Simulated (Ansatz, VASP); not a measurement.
# Two plane-wave programs on Au

INCAR

```
ALGO = Normal
EDIFF = 1E-7
EDIFFG = -0.01
ENCUT = 600
GGA = PE
IBRION = 2
ISIF = 3
ISMEAR = -1
LASPH = True
LCHARG = False
LREAL = False
LWAVE = False
NELM = 60
NSW = 80
PREC = Accurate
SIGMA = 0.1
```

KPOINTS

```
k-points
0
Gamma
  10 10 10
```

File POSCAR:

```
Au
1.0
    0.0000000000      2.8394269867      2.8394269867
    2.8394269867      0.0000000000      2.8394269867
    2.8394269867      2.8394269867      0.0000000000
Au
2
Direct
    0.1250000000      0.1250000000      0.1250000000
    0.8750000000      0.8750000000      0.8750000000
```

Input for Ansatz:

```yaml
crystal:
  lattice:
    - [0.0, 2.8394269867, 2.8394269867]
    - [2.8394269867, 0.0, 2.8394269867]
    - [2.8394269867, 2.8394269867, 0.0]
  atoms:
    - { symbol: Au, position: [0.125, 0.125, 0.125] }
    - { symbol: Au, position: [0.875, 0.875, 0.875] }
hamiltonian:
  xc: pbe
  pseudopotentials:
    kind: paw
    azcp:
      Au: "pseudopotentials/Au.paw.azcp"
basis:
  ecutwfc: 420
  fft_grid_basis: typed
kpoints:
  mp_grid: { grid: [10, 10, 10], shift: [0, 0, 0] }
magnetization:
  spin_polarized: false
scf:
  occupations: { method: fermi_dirac, width: 0.1 }
relax:
  max_steps: 60
  f_tol: 0.01
  cell: {}
```

Alike in both runs: task relaxation of cell and atoms; functional PBE; k mesh 10 × 10 × 10; occupations fermi-dirac, width 0.1 eV; no spin polarisation.

|  | VASP | Ansatz |
| --- | --- | --- |
| version | VASP 6.6.1 | Ansatz 0.2.0 |
| potentials or method | VASP PAW PBE potentials, release 64 (Au), cutoff 600 eV | plane waves (420 eV) with PAW, scalar-relativistic |
| valence electrons in the cell | 22 | 38 |

|  | VASP | Ansatz | Ansatz less VASP |
| --- | --- | --- | --- |
| relaxed volume (Å³/atom) | 29.14 | 29.22 | +0.073 |
| relaxed cell length with the largest relative difference (Å) | 4.352 | 4.356 | +0.0036 |

VASP's potentials hold 22 valence electrons a cell and Ansatz's 38, so a difference there can come from the potentials and not from the codes.

Spin-orbit coupling is off throughout. Noted on VASP's run: the volume moved by over 15 % at a fixed basis, so the end points are rough.
